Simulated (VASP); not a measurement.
# Ca2C (Fm-3m) in VASP: further runs

Aim: see how the results for Ca2C move with the level of theory and the settings. Levels: PBE-based screened hybrid with 20 % exact exchange, PBE-based screened hybrid with 30 % exact exchange, HF, PBE-based global hybrid with 10 % exact exchange. Tasks: single point.

All numbers are computed with VASP 6.6.1; they aren't measurements. Logs are shortened: lines on timing, memory, paths and dates and some standing lists are left out, and cuts for length are marked.

## Step 1: The cell of the first run

Symmetry: Fm-3m, No. 225, cubic system. Conventional cell: a = 6.257 Å, b = 6.257 Å, c = 6.257 Å, α = 90.00°, β = 90.00°, γ = 90.00°. Within 3.6 Å of C (site symmetry m-3m) lie 8 Ca at 2.71 Å. Ca (site symmetry -43m) has 4 C at 2.71 Å and 6 Ca at 3.13 Å within 3.6 Å.

## Step 2: Single point, PBE-based screened hybrid with 20 % exact exchange

The input, POSCAR:

```
Ca2C
1.0
    0.0000000000      3.1285803957      3.1285803957
    3.1285803957      0.0000000000      3.1285803957
    3.1285803957      3.1285803957      0.0000000000
C Ca
1 2
Direct
    0.0000000000      0.0000000000      0.0000000000
    0.2500000000      0.2500000000      0.2500000000
    0.7500000000      0.7500000000      0.7500000000
```

The input, INCAR.step1:

```
SYSTEM = Ca2C
ALGO = Normal ; EDIFF = 1E-5
ENCUT = 520 ; GGA = PE
ISIF = 2 ; ISMEAR = 0
LASPH = .True. ; LCHARG = .False.
LREAL = .False. ; LWAVE = .True.
NBANDS = 19 ; NELM = 80
PREC = Accurate ; SIGMA = 0.01
```

The input, INCAR.step2:

```
SYSTEM = Ca2C
AEXX = 0.2 ; ALGO = Normal
EDIFF = 1E-6 ; ENCUT = 520
GGA = PE ; HFSCREEN = 0.2078
ISIF = 2 ; ISMEAR = 0
ISTART = 1 ; LASPH = .True.
LCHARG = .False. ; LHFCALC = .True.
LREAL = .False. ; LWAVE = .False.
NBANDS = 19 ; NELM = 80
PREC = Accurate ; PRECFOCK = Normal
SIGMA = 0.01
```

The input, KPOINTS:

```
k-points
0
Gamma
  4 4 4
  0 0 0
```

Potentials or basis: VASP PAW PBE potentials, release 64 (C, Ca_sv).

Run with:

```console
> cat potpaw_PBE.64/C/POTCAR potpaw_PBE.64/Ca_sv/POTCAR > POTCAR
> cp INCAR.step1 INCAR
> mpirun -np 1 vasp_std > vasp.out
> cp INCAR.step2 INCAR
> mpirun -np 1 vasp_std > vasp.out
```

OUTCAR:

```text
SYSTEM = Ca2C
   AEXX = 0.2
   EDIFF = 1E-6
   ENCUT = 520
   GGA = PE
   HFSCREEN = 0.2078
   ISIF = 2
   ISMEAR = 0
   ISTART = 1
   LASPH = .True.
   LHFCALC = .True.
   LREAL = .False.
   NELM = 80
   PREC = Accurate
   PRECFOCK = Normal

 ion  position               nearest neighbor table
   1  0.000  0.000  0.000-
   2  0.250  0.250  0.250-   3 3.13   3 3.13   3 3.13   3 3.13   3 3.13   3 3.13
   3  0.750  0.750  0.750-   2 3.13   2 3.13   2 3.13   2 3.13   2 3.13   2 3.13

  LATTYP: Found a face centered cubic cell.
 ALAT       =     6.2571607914

  Lattice vectors:

 A1 = (   0.0000000000,   3.1285803957,   3.1285803957)
 A2 = (   3.1285803957,   0.0000000000,   3.1285803957)
 A3 = (   3.1285803957,   3.1285803957,   0.0000000000)

Analysis of symmetry for initial positions (statically):
=====================================================================
 Subroutine PRICEL returns:
 Original cell was already a primitive cell.

 Routine SETGRP: Setting up the symmetry group for a
 face centered cubic supercell.

 Subroutine GETGRP returns: Found 48 space group operations
 (whereof 48 operations were pure point group operations)
 out of a pool of 48 trial point group operations.

The static configuration has the point symmetry O_h .

Analysis of symmetry for dynamics (positions and initial velocities):
=====================================================================
 Subroutine PRICEL returns:
 Original cell was already a primitive cell.

 Routine SETGRP: Setting up the symmetry group for a
 face centered cubic supercell.

 Subroutine GETGRP returns: Found 48 space group operations
 (whereof 48 operations were pure point group operations)
 out of a pool of 48 trial point group operations.

The dynamic configuration has the point symmetry O_h .

 Subroutine INISYM returns: Found 48 space group operations
 (whereof 48 operations are pure point group operations),
 and found     1 'primitive' translations

----------------------------------------------------------------------------------------

                                     Primitive cell

  volume of cell :      61.2452

  direct lattice vectors                    reciprocal lattice vectors
     0.000000000  3.128580396  3.128580396    -0.159816894  0.159816894  0.159816894
     3.128580396  0.000000000  3.128580396     0.159816894 -0.159816894  0.159816894
     3.128580396  3.128580396  0.000000000     0.159816894  0.159816894 -0.159816894

  length of vectors
     4.424480827  4.424480827  4.424480827     0.276810980  0.276810980  0.276810980

  position of ions in fractional coordinates (direct lattice)
     0.000000000  0.000000000  0.000000000
     0.250000000  0.250000000  0.250000000
     0.750000000  0.750000000  0.750000000

  ion indices of the primitive-cell ions
   primitive index   ion index
                 1           1
                 2           2
                 3           3

----------------------------------------------------------------------------------------

 KPOINTS: k-points

Automatic generation of k-mesh.
 Grid dimensions read from file:
 generate k-points for:    4    4    4

 Generating k-lattice:

  Cartesian coordinates                     Fractional coordinates (reciprocal lattice)
    -0.039954223  0.039954223  0.039954223     0.250000000  0.000000000  0.000000000
     0.039954223 -0.039954223  0.039954223     0.000000000  0.250000000  0.000000000
     0.039954223  0.039954223 -0.039954223     0.000000000  0.000000000  0.250000000

  Length of vectors
     0.069202745  0.069202745  0.069202745

  Shift w.r.t. Gamma in fractional coordinates (k-lattice)
     0.000000000  0.000000000  0.000000000

 Subroutine IBZKPT returns following result:
 ===========================================

 Found      8 irreducible k-points:

 Following reciprocal coordinates:
            Coordinates               Weight
  0.000000  0.000000  0.000000      1.000000
  0.250000  0.000000  0.000000      8.000000
  0.500000  0.000000  0.000000      4.000000
  0.250000  0.250000  0.000000      6.000000
  0.500000  0.250000  0.000000     24.000000
 -0.250000  0.250000  0.000000     12.000000
  0.500000  0.500000  0.000000      3.000000
 -0.250000  0.500000  0.250000      6.000000
   k-points           NKPTS =      8   k-points in BZ     NKDIM =     64   number of bands    NBANDS=     19
   number of dos      NEDOS =    301   number of ions     NIONS =      3
   total plane-waves  NPLWV =  46656
   dimension x,y,z NGX =    36 NGY =   36 NGZ =   36
   dimension x,y,z NGXF=    72 NGYF=   72 NGZF=   72
   ions per type =               1   2
   NGX,Y,Z   is equivalent  to a cutoff of  13.53, 13.53, 13.53 a.u.
   NGXF,Y,Z  is equivalent  to a cutoff of  27.05, 27.05, 27.05 a.u.
 SYSTEM =  Ca2C
   PREC   = accura    normal or accurate (medium, high low for compatibility)
   ISTART =      1    job   : 0-new  1-cont  2-samecut
   ICHARG =      0    charge: 1-file 2-atom 10-const
   ISPIN  =      1    spin polarized calculation?
   LNONCOLLINEAR =      F non collinear calculations
   LSORBIT =      F    spin-orbit coupling
   LASPH  =      T    aspherical Exc in radial PAW
   ENCUT  =  520.0 eV  38.22 Ry    6.18 a.u.   8.23  8.23  8.23*2*pi/ulx,y,z
   NELM   =     80;   NELMIN=  2; NELMDL=  0     # of ELM steps
   EDIFF  = 0.1E-05   stopping-criterion for ELM
   LREAL  =      F    real-space projection
   EDIFFG = 0.1E-04   stopping-criterion for IOM
   NSW    =      0    number of steps for IOM
   IBRION =     -1    ionic relax: 0-MD 1-quasi-New 2-CG
   NFREE  =      0    steps in history (QN), initial steepest desc. (CG)
   ISIF   =      2    stress and relaxation
   ISYM   =      3    0-nonsym 1-usesym 2-fastsym
   POTIM  = 0.5000    time-step for ionic-motion
   TEBEG  =    0.0;   TEEND  =   0.0 temperature during run
   PSTRESS=    0.0 pullay stress
   NELECT =      24.0000    total number of electrons
   NUPDOWN=      -1.0000    fix difference up-down
   EMIN   =  10.00;   EMAX   =-10.00  energy-range for DOS
   EFERMI =   0.00;   METHOD = LEGACY
   ISMEAR =     0;   SIGMA  =   0.01  broadening in eV -4-tet -1-fermi 0-gaus
   EFERMI_NEDOS =   21; number of points for ismear=-14 and -15
   IALGO  =     38    algorithm
   IMIX   =      1    mixing-type and parameters
     AMIX     =   0.40;   BMIX     =  1.00
     AMIX_MAG =   1.60;   BMIX_MAG =  1.00
  volume/ion in A,a.u.               =      20.42       137.77
  Fermi-wavevector in a.u.,A,eV,Ry     =   1.197994  2.263880 19.526936  1.435189
  Thomas-Fermi vector in A             =   2.333894
   LORBIT       =      0    0 simple, 1 ext, 2 COOP (PROOUT), +10 PAW based schemes
   GGA     = PE    functional components
   LHFCALC =     T    Hartree Fock is set to
   PRECFOCK=normal    Normal, Fast or Accurate (Low or Medium for compatibility)
   ENCUT4O =  -1.0   cutoff for four orbital integrals eV
   NKREDX  =     1    reduce k-point grid by
   NKREDY  =     1    reduce k-point grid by
   NKREDZ  =     1    reduce k-point grid by
   AEXX    =    0.2000 exact exchange contribution
   HFSCREEN=    0.2078 screening length (either q_TF or 0.3 A-1)
   HFSCREENC=   0.2078 screening length for correlation (either q_TF or 0.3 A-1)
   ENCUTFOCK=  -1.0 apply spherical cutoff to Coloumb kernel
   IVDW    =     0    specifies the selected vdW correction
   LEPSILON=     F    determine dielectric tensor
   LRPA    =     F    only Hartree local field effects (RPA)
 non-spin polarized calculation
 Gauss-broadening in eV      SIGMA  =   0.01
  energy-cutoff  :      520.00
  volume of cell :       61.25
 maximum number of plane-waves:      1676
 NGX is ok and might be reduce to    36
  NGX = 28; NGY = 28; NGZ = 28

 number of electron      24.0000003 magnetization

 Free energy of the ion-electron system (eV)
  ---------------------------------------------------
  ext. energy  EPLUGINS =         0.00000000
  ---------------------------------------------------
  free energy    TOTEN  =       -12.85942995 eV

  energy without entropy =      -12.85942995  energy(sigma->0) =      -12.85942995

 E-fermi :   3.0325     XC(G=0):  -8.1980

 val. band max:        2.9446271982   @ k =   0.5000   0.5000   0.0000
 cond. band min:       3.6306868061   @ k =   0.5000   0.5000   0.0000
 fundamental gap:      0.6860596079
 Fermi energy:         3.0325061194

 k-point     1 :       0.0000    0.0000    0.0000
  band No.  band energies     occupation
      1     -39.9048      2.00000
      2     -39.6873      2.00000
      3     -19.8902      2.00000
      4     -19.8902      2.00000
      5     -19.8902      2.00000
      6     -19.4438      2.00000
[... 11 lines left out ...]
     18       9.8445      0.00000
     19      10.8735      0.00000

 k-point     2 :       0.2500    0.0000    0.0000
  band No.  band energies     occupation
      1     -39.8716      2.00000
      2     -39.7178      2.00000
      3     -19.8567      2.00000
      4     -19.8332      2.00000
      5     -19.8332      2.00000
      6     -19.5490      2.00000
[... 11 lines left out ...]
     18       9.2249      0.00000
     19      10.0814      0.00000

 k-point     3 :       0.5000    0.0000    0.0000
  band No.  band energies     occupation
      1     -39.7934      2.00000
      2     -39.7934      2.00000
      3     -19.7510      2.00000
      4     -19.7250      2.00000
      5     -19.6890      2.00000
      6     -19.6890      2.00000
[... 11 lines left out ...]
     18       8.5459      0.00000
     19       8.6532      0.00000

 k-point     4 :       0.2500    0.2500    0.0000
  band No.  band energies     occupation
      1     -39.8666      2.00000
      2     -39.7216      2.00000
      3     -19.9450      2.00000
      4     -19.9450      2.00000
      5     -19.7962      2.00000
      6     -19.6138      2.00000
[... 11 lines left out ...]
     18       8.6939      0.00000
     19       9.4938      0.00000

 k-point     5 :       0.5000    0.2500    0.0000
  band No.  band energies     occupation
      1     -39.8182      2.00000
      2     -39.7670      2.00000
      3     -20.0008      2.00000
      4     -19.9231      2.00000
      5     -19.9052      2.00000
      6     -19.4848      2.00000
[... 11 lines left out ...]
     18       9.1890      0.00000
     19       9.5560      0.00000

 k-point     6 :      -0.2500    0.2500    0.0000
  band No.  band energies     occupation
      1     -39.8295      2.00000
      2     -39.7570      2.00000
      3     -20.0060      2.00000
      4     -19.7673      2.00000
      5     -19.7260      2.00000
      6     -19.6710      2.00000
[... 11 lines left out ...]
     18       9.0992      0.00000
     19       9.1175      0.00000

 k-point     7 :       0.5000    0.5000    0.0000
  band No.  band energies     occupation
      1     -39.8280      2.00000
      2     -39.7556      2.00000
      3     -20.1288      2.00000
      4     -19.9988      2.00000
      5     -19.9988      2.00000
      6     -19.3812      2.00000
[... 11 lines left out ...]
     18       9.1963      0.00000
     19       9.1963      0.00000

 k-point     8 :      -0.2500    0.5000    0.2500
  band No.  band energies     occupation
      1     -39.7920      2.00000
      2     -39.7920      2.00000
      3     -20.0779      2.00000
      4     -20.0511      2.00000
      5     -19.6972      2.00000
      6     -19.6972      2.00000
[... 11 lines left out ...]
     18       8.4410      0.00000
     19       9.9278      0.00000

------------------------ aborting loop because EDIFF is reached ----------------------------------------

  FORCE on cell =-STRESS in cart. coord.  units (eV):
  Direction    XX          YY          ZZ          XY          YZ          ZX
  --------------------------------------------------------------------------------------
  -------------------------------------------------------------------------------------
  Total        0.2468326      0.2468326      0.2468326      0.0000000      0.0000000      0.0000000
  in kB        6.4571538      6.4571538      6.4571538      0.0000000      0.0000000      0.0000000
  external PRESSURE =       6.4571538 kB  Pullay stress =       0.0000000 kB

 VOLUME and BASIS-vectors are now :
 -----------------------------------------------------------------------------
  energy-cutoff  :      520.00
  volume of cell :       61.25
      direct lattice vectors                 reciprocal lattice vectors
     0.000000000  3.128580396  3.128580396    -0.159816894  0.159816894  0.159816894
     3.128580396  0.000000000  3.128580396     0.159816894 -0.159816894  0.159816894
     3.128580396  3.128580396  0.000000000     0.159816894  0.159816894 -0.159816894

 POSITION                                       TOTAL-FORCE (eV/Angst)
 -----------------------------------------------------------------------------------
      0.00000      0.00000      0.00000         0.000000     -0.000000      0.000000
      1.56429      1.56429      1.56429        -0.000000     -0.000000     -0.000000
      4.69287      4.69287      4.69287         0.000000      0.000000      0.000000
 -----------------------------------------------------------------------------------
    total drift:                                0.000002      0.000002      0.000002

  FREE ENERGIE OF THE ION-ELECTRON SYSTEM (eV)
  ---------------------------------------------------
  free  energy   TOTEN  =       -12.8594299533 eV

  energy  without entropy=      -12.8594299533  energy(sigma->0) =      -12.85942995
```

Run time: 26 min. Hardware: 1 thread of Intel Xeon Platinum 8259CL at 2.50GHz (Skylake/Cascade Lake), shared host; peak memory 0.32 GiB.

What came out:

* Free energy: -12.8594 eV
* Pressure: 0.6 GPa
* Band gap on the k mesh: 0.69 eV

Levels at points of the mesh, in eV from the valence-band top:
| k point | band 8 | band 9 | band 10 | band 11 | band 12 | band 13 | band 14 | band 15 | band 16 | band 17 |
| --- | --- | --- | --- | --- | --- | --- | --- | --- | --- | --- |
| (0.00, 0.00, 0.00) | -22.39 | -9.27 | -1.07 | -1.07 | -1.07 | 1.27 | 2.78 | 2.78 | 6.90 | 6.90 |
| (0.50, 0.00, 0.00) | -22.62 | -8.58 | -2.13 | -0.39 | -0.39 | 3.53 | 3.85 | 3.85 | 4.84 | 5.60 |
| (0.50, 0.50, 0.00) | -22.27 | -8.42 | -2.15 | 0.00 | 0.00 | 0.69 | 3.35 | 3.75 | 5.78 | 5.78 |

Caveat: the k points lie up to 0.43 Å⁻¹ apart; the PAW data sets were made with another functional, which shifts forces and pressure a little. A k mesh can miss the band edges.

## Step 3: Single point, PBE-based screened hybrid with 30 % exact exchange

POSCAR is that of step 2.

The input, INCAR.step1:

```
ALGO     = Normal         # electronic algorithm
EDIFF    = 1E-5           # SCF threshold, eV
ENCUT    = 520            # plane-wave cutoff, eV
GGA      = PE             # functional
ISIF     = 2              # what is computed and relaxed
ISMEAR   = 0              # smearing method
LASPH    = True           # aspherical terms in the spheres
LCHARG   = False          # write CHGCAR
LREAL    = False          # projectors in reciprocal space
LWAVE    = True           # write WAVECAR
NBANDS   = 19             # bands
NELM     = 60             # most SCF steps
PREC     = Accurate       # precision mode
SIGMA    = 0.01           # smearing width, eV
```

The input, INCAR.step2:

```
AEXX     = 0.3            # exact-exchange fraction
ALGO     = Normal         # electronic algorithm
EDIFF    = 1E-7           # SCF threshold, eV
ENCUT    = 520            # plane-wave cutoff, eV
GGA      = PE             # functional
HFSCREEN = 0.3            # screening, 1/A
ISIF     = 2              # what is computed and relaxed
ISMEAR   = 0              # smearing method
ISTART   = 1            
LASPH    = True           # aspherical terms in the spheres
LCHARG   = False          # write CHGCAR
LHFCALC  = True           # exact exchange
LREAL    = False          # projectors in reciprocal space
LWAVE    = False          # write WAVECAR
NBANDS   = 19             # bands
NELM     = 60             # most SCF steps
PREC     = Accurate       # precision mode
PRECFOCK = Normal       
SIGMA    = 0.01           # smearing width, eV
```

The input, KPOINTS:

```
k-points
0
Gamma
  4 4 4
```

Potentials or basis: VASP PAW PBE potentials, release 64 (C, Ca_sv).

Run with:

```console
> cat potpaw_PBE.64/C/POTCAR potpaw_PBE.64/Ca_sv/POTCAR > POTCAR
> cp INCAR.step1 INCAR
> mpirun -np 1 vasp_std > vasp.out
> cp INCAR.step2 INCAR
> mpirun -np 1 vasp_std > vasp.out
```

It took 38 min on 1 thread of Intel Xeon Platinum 8259CL at 2.50GHz (Skylake/Cascade Lake), shared host; peak memory 0.32 GiB.

It converged, with:

* Free energy: -13.0432 eV
* Pressure: 0.6 GPa
* Band gap on the k mesh: 0.76 eV

Levels at points of the mesh, in eV from the valence-band top:
```tsv
k point	band 9	band 10	band 11	band 12	band 13	band 14	band 15	band 16
(0.00, 0.00, 0.00)	-9.61	-1.05	-1.05	-1.05	1.34	2.98	2.98	7.15
(0.50, 0.00, 0.00)	-8.90	-2.15	-0.38	-0.38	3.66	4.02	4.02	4.96
(0.50, 0.50, 0.00)	-8.74	-2.17	0.00	0.00	0.76	3.53	3.99	6.03
```

Caveat: the k points lie up to 0.43 Å⁻¹ apart; the PAW data sets were made with another functional, which shifts forces and pressure a little.

## Step 4: Single point, HF

POSCAR is that of step 3.

The input, INCAR.step1:

```
SYSTEM = Ca2C
ALGO = Normal
EDIFF = 1E-5
ENCUT = 520
GGA = PE
ISIF = 2
ISMEAR = 0
LASPH = .True.
LREAL = .False.
LWAVE = .True.
NBANDS = 19
NELM = 60
PREC = Accurate
SIGMA = 0.01
```

The input, INCAR.step2:

```
SYSTEM = Ca2C
AEXX = 1.0
AGGAC = 0.0
ALDAC = 0.0
ALGO = Normal
EDIFF = 1E-7
ENCUT = 520
GGA = PE
ISIF = 2
ISMEAR = 0
ISTART = 1
LASPH = .True.
LCHARG = .True.
LELF = .True.
LHFCALC = .True.
LREAL = .False.
LVHAR = .True.
LWAVE = .False.
NBANDS = 19
NELM = 60
PREC = Accurate
PRECFOCK = Normal
SIGMA = 0.01
```

The input, KPOINTS:

```
k-points
0
Gamma
  4 4 4
  0 0 0
```

Run with:

```console
> cat potpaw_PBE.64/C/POTCAR potpaw_PBE.64/Ca_sv/POTCAR > POTCAR
> cp INCAR.step1 INCAR
> mpirun -np 1 vasp_std > vasp.out
> cp INCAR.step2 INCAR
> mpirun -np 1 vasp_std > vasp.out
```

Wall time 46 min (1 thread of Intel Xeon Platinum 8375C at 2.90GHz (Ice Lake), shared host); peak memory 0.22 GiB.

It converged, with:

| Quantity | Value |
| --- | --- |
| Free energy | -15.6241 eV |
| Pressure | 5.7 GPa |
| Band gap on the k mesh | 6.28 eV |

Levels at points of the mesh, in eV from the valence-band top:
| k point | band 10 | band 11 | band 12 | band 13 | band 14 | band 15 |
| --- | --- | --- | --- | --- | --- | --- |
| (0.00, 0.00, 0.00) | -0.98 | -0.98 | -0.98 | 6.88 | 9.95 | 9.95 |
| (0.50, 0.00, 0.00) | -2.65 | -0.28 | -0.28 | 10.18 | 10.70 | 10.70 |
| (0.50, 0.50, 0.00) | -2.55 | 0.00 | 0.00 | 6.28 | 10.27 | 11.52 |

Caveat: the k points lie up to 0.43 Å⁻¹ apart; the PAW data sets were made with another functional, which shifts forces and pressure a little.

[end of part 1 of 2]
